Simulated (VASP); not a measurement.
# BC6 in VASP: notebook

The runs below take BC6 through single point, with PBE.

All numbers are computed with VASP 6.6.1; they aren't measurements. Logs are shortened: lines on timing, memory, paths and dates and some standing lists are left out, and cuts for length are marked.

## (1) The cell of the first run

The cell holds an amorphous packing of atoms, 14 atoms: a = 4.977 Å, b = 4.935 Å, c = 4.826 Å, α = 92.52°, β = 89.42°, γ = 94.55°.

## (2) Single point, PBE

The input, INCAR:

```
  ALGO = Normal
  EDIFF = 1E-7
  ENCUT = 520
  GGA = PE
  ISIF = 2
  ISMEAR = -1
  ISYM = 0
  LASPH = T
  LCHARG = F
  LREAL = F
  LWAVE = F
  NBANDS = 40
  NELM = 60
  PREC = Accurate
  SIGMA = 0.1379
```

The input, KPOINTS:

```
Automatic mesh
0
Gamma
  1 1 1
  0.25 0.25 0.25
```

The input, POSCAR:

```
BC6
1.0
    4.9729980000     -0.1966600000      0.0225860000
   -0.1966600000      4.9296060000     -0.1069400000
    0.0225860000     -0.1069400000      4.8244630000
C B
12 2
Direct
    0.3035075040      0.9890755307      0.2996716353
    0.3226820645      0.2820842468      0.8660420843
    0.5201305199      0.6966866841      0.5560687285
    1.0157747366      0.6201453045      0.1868875460
    0.8153191846     -0.0002353254      0.2625983524
    0.9720980158      0.6617247620      0.6495751010
    0.6950338252      0.6062550375      0.7205920907
    0.5661201859      0.9005661189      0.3639325559
    1.0504416184      0.8535181029      0.4103339484
    0.1983351564      1.0513607833      1.0181207575
    0.6016207761      0.3679713552      0.9279788548
    1.0904194710      0.7557239956      0.9324728804
    0.2476705356      0.5493453728      0.6768875847
    0.8421585336      0.2982346539      1.1474419477
```

Potentials or basis: VASP PAW PBE potentials, release 64 (C, B).

Started as:

```console
$ cat potpaw_PBE.64/C/POTCAR potpaw_PBE.64/B/POTCAR > POTCAR
$ mpirun -np 1 vasp_std > vasp.out
```

OUTCAR:

```text
EDIFF = 1E-7
   ENCUT = 520
   GGA = PE
   ISIF = 2
   ISMEAR = -1
   ISYM = 0
   LASPH = T
   LREAL = F
   NELM = 60
   PREC = Accurate

 ion  position               nearest neighbor table
   1  0.304  0.989  0.300-   8 1.45   9 1.48  10 1.51
   2  0.323  0.282  0.866-  11 1.45  10 1.47  13 1.70
   3  0.520  0.697  0.556-   7 1.30   8 1.40  13 1.60
   4  0.016  0.620  0.187-  12 1.45   9 1.54  14 1.75
   5  0.815  1.000  0.263-   8 1.39  14 1.59   9 1.61
   6  0.972  0.662  0.650-   7 1.43  13 1.53  12 1.53   9 1.55
   7  0.695  0.606  0.721-   3 1.30   6 1.43  11 1.61
   8  0.566  0.901  0.364-   5 1.39   3 1.40   1 1.45
   9  0.050  0.854  0.410-   1 1.48   4 1.54   6 1.55   5 1.61
  10  0.198  0.051  0.018-   2 1.47   1 1.51  12 1.55
  11  0.602  0.368  0.928-   2 1.45   7 1.61  14 1.67
  12  0.090  0.756  0.932-   4 1.45   6 1.53  10 1.55  13 1.78
  13  0.248  0.549  0.677-   6 1.53   3 1.60   2 1.70  12 1.78
  14  0.842  0.298  0.147-   5 1.59  11 1.67   4 1.75

IMPORTANT INFORMATION: All symmetrisations will be switched off!
NOSYMM: (Re-)initialisation of all symmetry stuff for point group C_1.

----------------------------------------------------------------------------------------

                                     Primitive cell

  volume of cell :     118.0263

  direct lattice vectors                    reciprocal lattice vectors
     4.972998000 -0.196660000  0.022586000     0.201406506  0.008018243 -0.000765162
    -0.196660000  4.929606000 -0.106940000     0.008018243  0.203272777  0.004468247
     0.022586000 -0.106940000  4.824463000    -0.000765162  0.004468247  0.207379581

  length of vectors
     4.976936245  4.934686073  4.825700937     0.201567503  0.203479924  0.207429124

  position of ions in fractional coordinates (direct lattice)
     0.303507504  0.989075531  0.299671635
     0.322682065  0.282084247  0.866042084
     0.520130520  0.696686684  0.556068729
     0.015774737  0.620145304  0.186887546
     0.815319185  0.999764675  0.262598352
     0.972098016  0.661724762  0.649575101
     0.695033825  0.606255037  0.720592091
     0.566120186  0.900566119  0.363932556
     0.050441618  0.853518103  0.410333948
     0.198335156  0.051360783  0.018120758
     0.601620776  0.367971355  0.927978855
     0.090419471  0.755723996  0.932472880
     0.247670536  0.549345373  0.676887585
     0.842158534  0.298234654  0.147441948

  ion indices of the primitive-cell ions
[... 75 lines left out ...]
   NUPDOWN=      -1.0000    fix difference up-down
   EMIN   =  10.00;   EMAX   =-10.00  energy-range for DOS
   EFERMI =   0.00;   METHOD = LEGACY
   ISMEAR =    -1;   SIGMA  =   0.14  broadening in eV -4-tet -1-fermi 0-gaus
   EFERMI_NEDOS =   21; number of points for ismear=-14 and -15
   IALGO  =     38    algorithm
   IMIX   =      4    mixing-type and parameters
     AMIX     =   0.40;   BMIX     =  1.00
     AMIX_MAG =   1.60;   BMIX_MAG =  1.00
  volume/ion in A,a.u.               =       8.43        56.89
  Fermi-wavevector in a.u.,A,eV,Ry     =   1.261478  2.383848 21.651328  1.591328
  Thomas-Fermi vector in A             =   2.394935
   LORBIT       =      0    0 simple, 1 ext, 2 COOP (PROOUT), +10 PAW based schemes
   GGA     = PE    functional components
   LHFCALC =     F    Hartree Fock is set to
   AEXX    =    0.0000 exact exchange contribution
   IVDW    =     0    specifies the selected vdW correction
   LEPSILON=     F    determine dielectric tensor
   LRPA    =     F    only Hartree local field effects (RPA)
 non-spin polarized calculation
  energy-cutoff  :      520.00
  volume of cell :      118.03
 maximum number of plane-waves:      3173
 NGX is ok and might be reduce to    40
   NGX = 19   NGY = 19   NGZ = 17

 number of electron      54.0000000 magnetization

 Free energy of the ion-electron system (eV)
  ---------------------------------------------------
  ext. energy  EPLUGINS =         0.00000000
  ---------------------------------------------------
  free energy    TOTEN  =      -112.27322028 eV

  energy without entropy =     -112.12357472  energy(sigma->0) =     -112.19839750

 E-fermi :   4.9083     XC(G=0): -10.7918

 val. band max:        4.5653720463   @ k =   0.2500   0.2500   0.2500
 cond. band min:       5.2512605011   @ k =   0.2500   0.2500   0.2500
 fundamental gap:      0.6858884548
 Fermi energy:         4.9083143169

 k-point     1 :       0.2500    0.2500    0.2500
  band No.  band energies     occupation
      1     -14.2963      2.00000
      2     -12.6349      2.00000
      3     -11.1405      2.00000
      4     -10.6240      2.00000
      5      -9.7033      2.00000
      6      -8.2620      2.00000
[... 31 lines left out ...]
     38      12.7387      0.00000
     39      13.0344      0.00000
 [bands above 39 left out]

------------------------ aborting loop because EDIFF is reached ----------------------------------------

  FORCE on cell =-STRESS in cart. coord.  units (eV):
  Direction    XX          YY          ZZ          XY          YZ          ZX
  --------------------------------------------------------------------------------------
  -------------------------------------------------------------------------------------
  Total        8.9579999    -19.6022181      1.7296702     -6.6556069      7.0648726      0.1075401
  in kB      121.6025901   -266.0951687     23.4798373    -90.3481852     95.9038640      1.4598291
  external PRESSURE =     -40.3375804 kB  Pullay stress =       0.0000000 kB

 VOLUME and BASIS-vectors are now :
 -----------------------------------------------------------------------------
  energy-cutoff  :      520.00
  volume of cell :      118.03
      direct lattice vectors                 reciprocal lattice vectors
     4.972998000 -0.196660000  0.022586000     0.201406506  0.008018243 -0.000765162
    -0.196660000  4.929606000 -0.106940000     0.008018243  0.203272777  0.004468247
     0.022586000 -0.106940000  4.824463000    -0.000765162  0.004468247  0.207379581

 POSITION                                       TOTAL-FORCE (eV/Angst)
 -----------------------------------------------------------------------------------
      1.32160      4.78402      1.34684         0.855840      0.110710     -0.722529
      1.56878      1.23449      4.15531         2.040342      1.289021     -0.070016
      2.46216      3.27264      2.61998        -3.941172     -0.998263      1.082867
     -0.03929      3.03398      0.83567        -0.369631     -1.640853     -3.721923
      3.86390      4.74002      1.17840         0.463144      2.592034      3.272076
      4.71878      3.00140      3.08504         2.608356      2.628207      1.926585
      3.35345      2.77485      3.42733         1.594244     -4.724600      1.348020
      2.64643      4.28918      1.67226        -3.192237      1.655790     -1.487845
      0.09226      4.15371      1.88951        -2.848076     -1.787996     -1.144777
      0.97663      0.21225      0.08641         1.775333     -0.611437     -0.413508
      2.94045      1.59640      4.45124         1.241707      1.347713     -0.760704
      0.32210      3.60792      4.41991         0.114840      1.360559      0.264617
      1.13892      2.58696      3.21247         0.154171     -2.197372      1.212741
      4.13273      1.28879      0.69846        -0.496860      0.976486     -0.785603
 -----------------------------------------------------------------------------------
    total drift:                                0.000030     -0.000054     -0.000103

  FREE ENERGIE OF THE ION-ELECTRON SYSTEM (eV)
  ---------------------------------------------------
  free  energy   TOTEN  =      -112.2732202751 eV

  energy  without entropy=     -112.1235747152  energy(sigma->0) =     -112.19839750
```

stdout:

```text
POSCAR found type information on POSCAR C B
 POSCAR found :  2 types and      14 ions
 scaLAPACK will be used
 LDA part: xc-table for (Slater+PW92), standard interpolation
 POSCAR, INCAR and KPOINTS ok, starting setup
 FFT: planning ... GRIDC
 FFT: planning ... GRID_SOFT
 FFT: planning ... GRID
 WAVECAR not read
 entering main loop
```

It took 36 s on 1 thread of Intel Xeon 6975P-C, shared host; peak memory 0.21 GiB.

Results:

- Free energy: -112.2732 eV
- Pressure: -4.0 GPa
- Largest force: 5.165 eV/Å
- Band gap on the k mesh: 0.69 eV

Forces on the atoms (eV/Å):
```
C    0.856  0.111 -0.723
C    2.040  1.289 -0.070
C   -3.941 -0.998  1.083
C   -0.370 -1.641 -3.722
C    0.463  2.592  3.272
C    2.608  2.628  1.927
C    1.594 -4.725  1.348
C   -3.192  1.656 -1.488
C   -2.848 -1.788 -1.145
C    1.775 -0.611 -0.414
C    1.242  1.348 -0.761
C    0.115  1.361  0.265
B    0.154 -2.197  1.213
B   -0.497  0.976 -0.786
```

Stress tensor (GPa, compression positive):
```
 12.16  -9.03   0.15
 -9.03 -26.61   9.59
  0.15   9.59   2.35
```

Caveat: the k points lie up to 1.30 Å⁻¹ apart.

## (3) Single point, PBE

The input, INCAR:

```
SYSTEM = BC6
PREC = Accurate
ENCUT = 520
EDIFF = 1E-7
ISMEAR = -1
SIGMA = 0.1379
LREAL = .FALSE.
LASPH = .TRUE.
NELM = 100
ALGO = Normal
ISIF = 2
LWAVE = .FALSE.
LCHARG = .TRUE.
GGA = PE
LELF = .TRUE.
LVHAR = .TRUE.
ISYM = 0
NBANDS = 40
```

KPOINTS is that of step 2.

The input, POSCAR:

```
BC6
1.0
    4.9729980000     -0.1966600000      0.0225860000
   -0.1966600000      4.9296060000     -0.1069400000
    0.0225860000     -0.1069400000      4.8244630000
C B
12 2
Direct
    0.3687973097      0.9609748584      0.3359617423
    0.4517224396      0.2710949611      0.9153788291
    0.6175836740      0.5933262685      0.5606202320
    1.1158762888      0.5865497092      0.1513908271
    0.8941659534     -0.0215235805      0.3286847958
    1.1303017487      0.6421172352      0.6928823004
    0.8111549199      0.5263835603      0.7487734309
    0.6441995214      0.8456206366      0.3620748631
    1.1189031173      0.8041665094      0.4241309387
    0.2961752230      1.0405638096      1.0386738338
    0.7427880923      0.3388667437      0.9392914398
    1.2068434197      0.7671319372      0.9383801521
    0.3752585870      0.4719708441      0.7061712302
    0.9565858112      0.2399330117      1.1251173424
```

Potentials or basis: VASP PAW PBE potentials, release 64 (C, B).

Started as:

```console
$ cat potpaw_PBE.64/C/POTCAR potpaw_PBE.64/B/POTCAR > POTCAR
$ mpirun -np 1 vasp_std > vasp.out
```

OUTCAR:

```text
SYSTEM = BC6
   PREC = Accurate
   ENCUT = 520
   EDIFF = 1E-7
   ISMEAR = -1
   LREAL = .FALSE.
   LASPH = .TRUE.
   NELM = 100
   ISIF = 2
   GGA = PE
   ISYM = 0

 ion  position               nearest neighbor table
   1  0.369  0.961  0.336-   9 1.48   8 1.53  10 1.56
   2  0.452  0.271  0.915-  11 1.47  10 1.47  13 1.52
   3  0.618  0.593  0.561-   7 1.40  13 1.49   8 1.60
   4  0.116  0.587  0.151-  12 1.44   9 1.66  14 1.83
   5  0.894  0.978  0.329-   8 1.37   9 1.55  14 1.66
[... 217 lines left out ...]
  energy-cutoff  :      520.00
  volume of cell :      118.03
      direct lattice vectors                 reciprocal lattice vectors
     4.972998000 -0.196660000  0.022586000     0.201406506  0.008018243 -0.000765162
    -0.196660000  4.929606000 -0.106940000     0.008018243  0.203272777  0.004468247
     0.022586000 -0.106940000  4.824463000    -0.000765162  0.004468247  0.207379581

 POSITION                                       TOTAL-FORCE (eV/Angst)
 -----------------------------------------------------------------------------------
      1.65263      4.62877      1.52640         2.731898     -1.361577     -1.656851
      2.21378      1.14966      4.39742         1.719102     -1.047127     -0.261490
      2.96722      2.74346      2.65519         1.676898      2.796380     -0.625387
      0.46432      2.85248      0.67027         0.314618     -0.042682      2.444332
      4.26168      4.61251      1.50128        -0.047606      1.118103     -0.060033
      0.53736      3.06566      3.27706        -5.640203     -1.016226     -4.583690
      3.94727      2.35527      3.57446         3.540529      2.995769     -5.336747
      3.04548      4.00317      1.67094        -3.221184     -0.791502      3.322299
      0.44274      3.89548      1.96289         1.035727     -1.038756     -0.768290
      1.46578      0.13758      0.18893         0.455371      0.649951      1.851174
      3.64846      1.42396      4.51211        -1.921650     -3.375875      1.963836
      0.89896      3.64063      4.44981        -0.047646      0.619678      2.857431
      1.78929      2.17731      3.36490        -1.509145      0.059741     -0.981602
      4.71274      0.98127      0.59957         0.913292      0.434124      1.835017
 -----------------------------------------------------------------------------------
    total drift:                               -0.000154     -0.000297      0.000138

  FREE ENERGIE OF THE ION-ELECTRON SYSTEM (eV)
  ---------------------------------------------------
  free  energy   TOTEN  =      -112.7881348992 eV

  energy  without entropy=     -112.5590291918  energy(sigma->0) =     -112.67358205
```

stdout:

```text
POSCAR found type information on POSCAR C B
 POSCAR found :  2 types and      14 ions
 scaLAPACK will be used
 LDA part: xc-table for (Slater+PW92), standard interpolation
 POSCAR, INCAR and KPOINTS ok, starting setup
 FFT: planning ... GRIDC
 FFT: planning ... GRID_SOFT
 FFT: planning ... GRID
 WAVECAR not read
 entering main loop
```

Run time: 37 s. Hardware: 1 thread of Intel Xeon 6975P-C, shared host; peak memory 0.21 GiB.

Results:

| Item | Value |
| --- | --- |
| Free energy | -112.7881 eV |
| Pressure | -1.4 GPa |
| Largest force | 7.339 eV/Å |
| Band gap on the k mesh | 0.49 eV |

Forces on the atoms (eV/Å):
```
C    2.732 -1.362 -1.657
C    1.719 -1.047 -0.261
C    1.677  2.796 -0.625
C    0.315 -0.043  2.444
C   -0.048  1.118 -0.060
C   -5.640 -1.016 -4.584
C    3.541  2.996 -5.337
C   -3.221 -0.792  3.322
C    1.036 -1.039 -0.768
C    0.455  0.650  1.851
C   -1.922 -3.376  1.964
C   -0.048  0.620  2.857
B   -1.509  0.060 -0.982
B    0.913  0.434  1.835
```

Stress tensor (GPa, compression positive):
```
  8.66  -0.47  -1.52
 -0.47 -23.41   9.07
 -1.52   9.07  10.68
```

Caveat: the k points lie up to 1.30 Å⁻¹ apart.
